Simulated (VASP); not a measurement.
# CdTe (F-43m) in VASP: single point with LDA

Aim: the single point of CdTe with LDA.

All numbers are computed with VASP 6.6.1; they aren't measurements. Logs are shortened: lines on timing, memory, paths and dates and some standing lists are left out, and cuts for length are marked.

### 1 The cell of the first run

Symmetry: F-43m, No. 216, cubic system. Conventional cell: a = 6.617 Å, b = 6.617 Å, c = 6.617 Å, α = 90.00°, β = 90.00°, γ = 90.00°. Within 3.8 Å of Cd (site symmetry -43m) lie 4 Te at 2.87 Å. Within 3.8 Å of Te (site symmetry -43m) lie 4 Cd at 2.87 Å.

### 2 Single point, LDA

Input file INCAR:

```
SYSTEM = CdTe
PREC = Accurate
ENCUT = 520
EDIFF = 1E-7
ISMEAR = 0
SIGMA = 0.02
LREAL = .FALSE.
LASPH = .TRUE.
NELM = 80
ALGO = Normal
ISIF = 2
LWAVE = .FALSE.
LCHARG = .FALSE.
GGA = CA
NBANDS = 16
```

Input file KPOINTS:

```
Automatic mesh
0
G
  10 10 10
  0 0 0
```

Input file POSCAR:

```
CdTe
1.0
    0.0000000000      3.3086866296      3.3086866296
    3.3086866296      0.0000000000      3.3086866296
    3.3086866296      3.3086866296      0.0000000000
Cd Te
1 1
Direct
    0.0000000000      0.0000000000      0.0000000000
    0.2500000000      0.2500000000      0.2500000000
```

Potentials or basis: VASP PAW LDA potentials, release 64 (Cd, Te).

The run is started by

```console
$ cat potpaw_LDA.64/Cd/POTCAR potpaw_LDA.64/Te/POTCAR > POTCAR
$ mpirun -np 1 vasp_std > vasp.out
```

OUTCAR:

```text
SYSTEM = CdTe
   PREC = Accurate
   ENCUT = 520
   EDIFF = 1E-7
   ISMEAR = 0
   LREAL = .FALSE.
   LASPH = .TRUE.
   NELM = 80
   ISIF = 2
   GGA = CA

 ion  position               nearest neighbor table
   1  0.000  0.000  0.000-   2 2.87   2 2.87   2 2.87   2 2.87
   2  0.250  0.250  0.250-   1 2.87   1 2.87   1 2.87   1 2.87

  LATTYP: Found a face centered cubic cell.
 ALAT       =     6.6173732592

  Lattice vectors:

 A1 = (   0.0000000000,   3.3086866296,   3.3086866296)
 A2 = (   3.3086866296,   0.0000000000,   3.3086866296)
 A3 = (   3.3086866296,   3.3086866296,   0.0000000000)

Analysis of symmetry for initial positions (statically):
=====================================================================
 Subroutine PRICEL returns:
 Original cell was already a primitive cell.

 Routine SETGRP: Setting up the symmetry group for a
 face centered cubic supercell.

 Subroutine GETGRP returns: Found 24 space group operations
 (whereof 24 operations were pure point group operations)
 out of a pool of 48 trial point group operations.

The static configuration has the point symmetry T_d .

Analysis of symmetry for dynamics (positions and initial velocities):
=====================================================================
 Subroutine PRICEL returns:
 Original cell was already a primitive cell.

 Routine SETGRP: Setting up the symmetry group for a
 face centered cubic supercell.

 Subroutine GETGRP returns: Found 24 space group operations
 (whereof 24 operations were pure point group operations)
 out of a pool of 48 trial point group operations.

The dynamic configuration has the point symmetry T_d .

 Subroutine INISYM returns: Found 24 space group operations
 (whereof 24 operations are pure point group operations),
 and found     1 'primitive' translations

----------------------------------------------------------------------------------------

                                     Primitive cell

  volume of cell :      72.4431

  direct lattice vectors                    reciprocal lattice vectors
     0.000000000  3.308686630  3.308686630    -0.151117363  0.151117363  0.151117363
     3.308686630  0.000000000  3.308686630     0.151117363 -0.151117363  0.151117363
     3.308686630  3.308686630  0.000000000     0.151117363  0.151117363 -0.151117363

  length of vectors
     4.679189505  4.679189505  4.679189505     0.261742951  0.261742951  0.261742951

  position of ions in fractional coordinates (direct lattice)
     0.000000000  0.000000000  0.000000000
     0.250000000  0.250000000  0.250000000

  ion indices of the primitive-cell ions
   primitive index   ion index
                 1           1
                 2           2

----------------------------------------------------------------------------------------

 KPOINTS: Automatic mesh

Automatic generation of k-mesh.
 Grid dimensions read from file:
 generate k-points for:   10   10   10

 Generating k-lattice:

  Cartesian coordinates                     Fractional coordinates (reciprocal lattice)
    -0.015111736  0.015111736  0.015111736     0.100000000  0.000000000  0.000000000
     0.015111736 -0.015111736  0.015111736     0.000000000  0.100000000  0.000000000
     0.015111736  0.015111736 -0.015111736     0.000000000  0.000000000  0.100000000

  Length of vectors
     0.026174295  0.026174295  0.026174295

  Shift w.r.t. Gamma in fractional coordinates (k-lattice)
     0.000000000  0.000000000  0.000000000

 Subroutine IBZKPT returns following result:
 ===========================================

 Found     47 irreducible k-points:

 Following reciprocal coordinates:
            Coordinates               Weight
  0.000000  0.000000  0.000000      1.000000
  0.100000  0.000000  0.000000      8.000000
  0.200000  0.000000  0.000000      8.000000
  0.300000  0.000000  0.000000      8.000000
  0.400000  0.000000  0.000000      8.000000
  0.500000  0.000000  0.000000      4.000000
[... 16 lines left out ...]
  0.300000  0.300000  0.000000      6.000000
  0.400000  0.300000  0.000000     24.000000
 [... further k-points ...]
   k-points           NKPTS =     47   k-points in BZ     NKDIM =     47   number of bands    NBANDS=     16
   number of dos      NEDOS =    301   number of ions     NIONS =      2
   total plane-waves  NPLWV =  46656
   dimension x,y,z NGX =    36 NGY =   36 NGZ =   36
   dimension x,y,z NGXF=    72 NGYF=   72 NGZF=   72
   ions per type =               1   1
   NGX,Y,Z   is equivalent  to a cutoff of  12.79, 12.79, 12.79 a.u.
   NGXF,Y,Z  is equivalent  to a cutoff of  25.58, 25.58, 25.58 a.u.
 SYSTEM =  CdTe
   PREC   = accura    normal or accurate (medium, high low for compatibility)
   ISTART =      0    job   : 0-new  1-cont  2-samecut
   ICHARG =      2    charge: 1-file 2-atom 10-const
   ISPIN  =      1    spin polarized calculation?
   LNONCOLLINEAR =      F non collinear calculations
   LSORBIT =      F    spin-orbit coupling
   LASPH  =      T    aspherical Exc in radial PAW
   ENCUT  =  520.0 eV  38.22 Ry    6.18 a.u.   8.70  8.70  8.70*2*pi/ulx,y,z
   NELM   =     80;   NELMIN=  2; NELMDL= -5     # of ELM steps
   EDIFF  = 0.1E-06   stopping-criterion for ELM
   LREAL  =      F    real-space projection
   EDIFFG = 0.1E-05   stopping-criterion for IOM
   NSW    =      0    number of steps for IOM
   IBRION =     -1    ionic relax: 0-MD 1-quasi-New 2-CG
   NFREE  =      0    steps in history (QN), initial steepest desc. (CG)
   ISIF   =      2    stress and relaxation
   ISYM   =      2    0-nonsym 1-usesym 2-fastsym
   POTIM  = 0.5000    time-step for ionic-motion
   TEBEG  =    0.0;   TEEND  =   0.0 temperature during run
   PSTRESS=    0.0 pullay stress
   NELECT =      18.0000    total number of electrons
   NUPDOWN=      -1.0000    fix difference up-down
   EMIN   =  10.00;   EMAX   =-10.00  energy-range for DOS
   EFERMI =   0.00;   METHOD = LEGACY
   ISMEAR =     0;   SIGMA  =   0.02  broadening in eV -4-tet -1-fermi 0-gaus
   EFERMI_NEDOS =   21; number of points for ismear=-14 and -15
   IALGO  =     38    algorithm
   IMIX   =      4    mixing-type and parameters
     AMIX     =   0.40;   BMIX     =  1.00
     AMIX_MAG =   1.60;   BMIX_MAG =  1.00
  volume/ion in A,a.u.               =      36.22       244.44
  Fermi-wavevector in a.u.,A,eV,Ry     =   1.029201  1.944907 14.412024  1.059254
  Thomas-Fermi vector in A             =   2.163236
   LORBIT       =      0    0 simple, 1 ext, 2 COOP (PROOUT), +10 PAW based schemes
   GGA     = CA    functional components
   LHFCALC =     F    Hartree Fock is set to
   AEXX    =    0.0000 exact exchange contribution
   IVDW    =     0    specifies the selected vdW correction
   LEPSILON=     F    determine dielectric tensor
   LRPA    =     F    only Hartree local field effects (RPA)
 non-spin polarized calculation
 Gauss-broadening in eV      SIGMA  =   0.02
  energy-cutoff  :      520.00
  volume of cell :       72.44
 maximum number of plane-waves:      1980
   NGX = 17   NGY = 17   NGZ = 17

 number of electron      18.0000006 magnetization

 Free energy of the ion-electron system (eV)
  ---------------------------------------------------
  ext. energy  EPLUGINS =         0.00000000
  ---------------------------------------------------
  free energy    TOTEN  =        -5.98102669 eV

  energy without entropy =       -5.98102669  energy(sigma->0) =       -5.98102669

 E-fermi :   1.7264     XC(G=0):  -8.6829

 val. band max:        1.5998416555   @ k =   0.0000   0.0000   0.0000
 cond. band min:       1.9670107547   @ k =   0.0000   0.0000   0.0000
 fundamental gap:      0.3671690992
 Fermi energy:         1.7264058940

 k-point     1 :       0.0000    0.0000    0.0000
  band No.  band energies     occupation
      1      -9.3045      2.00000
      2      -6.4881      2.00000
      3      -6.4881      2.00000
      4      -6.4881      2.00000
      5      -6.2675      2.00000
      6      -6.2675      2.00000
[... 8 lines left out ...]
     15      10.8245      0.00000
     16      10.8245      0.00000

 k-point     2 :       0.1000    0.0000    0.0000
  band No.  band energies     occupation
      1      -9.2712      2.00000
      2      -6.4820      2.00000
      3      -6.4820      2.00000
      4      -6.4619      2.00000
      5      -6.2681      2.00000
      6      -6.2681      2.00000
[... 8 lines left out ...]
     15      10.2714      0.00000
     16      10.2714      0.00000

 k-point     3 :       0.2000    0.0000    0.0000
  band No.  band energies     occupation
      1      -9.1835      2.00000
      2      -6.4668      2.00000
      3      -6.4668      2.00000
      4      -6.3778      2.00000
      5      -6.2684      2.00000
      6      -6.2684      2.00000
[... 8 lines left out ...]
     15       9.8984      0.00000
     16       9.8984      0.00000

 k-point     4 :       0.3000    0.0000    0.0000
  band No.  band energies     occupation
      1      -9.0753      2.00000
      2      -6.4500      2.00000
      3      -6.4500      2.00000
      4      -6.2664      2.00000
      5      -6.2664      2.00000
      6      -6.2312      2.00000
[... 8 lines left out ...]
     15      10.1152      0.00000
     16      10.1152      0.00000
[... 324 lines left out ...]
 k-point    22 :      -0.2000    0.2000    0.0000
  band No.  band energies     occupation
      1      -9.0391      2.00000
      2      -6.4418      2.00000
      3      -6.4317      2.00000
      4      -6.2760      2.00000
      5      -6.2760      2.00000
      6      -6.1772      2.00000
[... 8 lines left out ...]
     15      10.8370      0.00000
     16      11.4946      0.00000

 k-point    23 :       0.3000    0.3000    0.0000
  band No.  band energies     occupation
      1      -9.0021      2.00000
      2      -6.4020      2.00000
      3      -6.4020      2.00000
      4      -6.3363      2.00000
      5      -6.2506      2.00000
      6      -6.1631      2.00000
[... 8 lines left out ...]
     15      11.5638      0.00000
     16      12.6043      0.00000

 k-point    24 :       0.4000    0.3000    0.0000
  band No.  band energies     occupation
      1      -8.9353      2.00000
      2      -6.3916      2.00000
      3      -6.3850      2.00000
      4      -6.3291      2.00000
      5      -6.2483      2.00000
      6      -6.0416      2.00000
[... 8 lines left out ...]
     15      11.9307      0.00000
     16      12.8262      0.00000

 [... further k-points ...]

------------------------ aborting loop because EDIFF is reached ----------------------------------------

  FORCE on cell =-STRESS in cart. coord.  units (eV):
  Direction    XX          YY          ZZ          XY          YZ          ZX
  --------------------------------------------------------------------------------------
  -------------------------------------------------------------------------------------
  Total       -1.5161438     -1.5161438     -1.5161438      0.0000000      0.0000000      0.0000000
  in kB      -33.5315851    -33.5315851    -33.5315851      0.0000000      0.0000000      0.0000000
  external PRESSURE =     -33.5315851 kB  Pullay stress =       0.0000000 kB

 VOLUME and BASIS-vectors are now :
 -----------------------------------------------------------------------------
  energy-cutoff  :      520.00
  volume of cell :       72.44
      direct lattice vectors                 reciprocal lattice vectors
     0.000000000  3.308686630  3.308686630    -0.151117363  0.151117363  0.151117363
     3.308686630  0.000000000  3.308686630     0.151117363 -0.151117363  0.151117363
     3.308686630  3.308686630  0.000000000     0.151117363  0.151117363 -0.151117363

 POSITION                                       TOTAL-FORCE (eV/Angst)
 -----------------------------------------------------------------------------------
      0.00000      0.00000      0.00000        -0.000000     -0.000000     -0.000000
      1.65434      1.65434      1.65434         0.000000      0.000000      0.000000
 -----------------------------------------------------------------------------------
    total drift:                                0.000000      0.000000     -0.000000

  FREE ENERGIE OF THE ION-ELECTRON SYSTEM (eV)
  ---------------------------------------------------
  free  energy   TOTEN  =        -5.9810266920 eV

  energy  without entropy=       -5.9810266920  energy(sigma->0) =       -5.98102669
```

It took 31 s on 1 thread of Intel Xeon Platinum 8488C (Sapphire Rapids), shared host; peak memory 0.2 GiB.

What came out:

```
Free energy            : -5.9810 eV
Pressure               : -3.4 GPa
Band gap on the k mesh : 0.37 eV, direct
```

Caveat: spin-orbit coupling is left out, which moves the levels of the heavy elements.
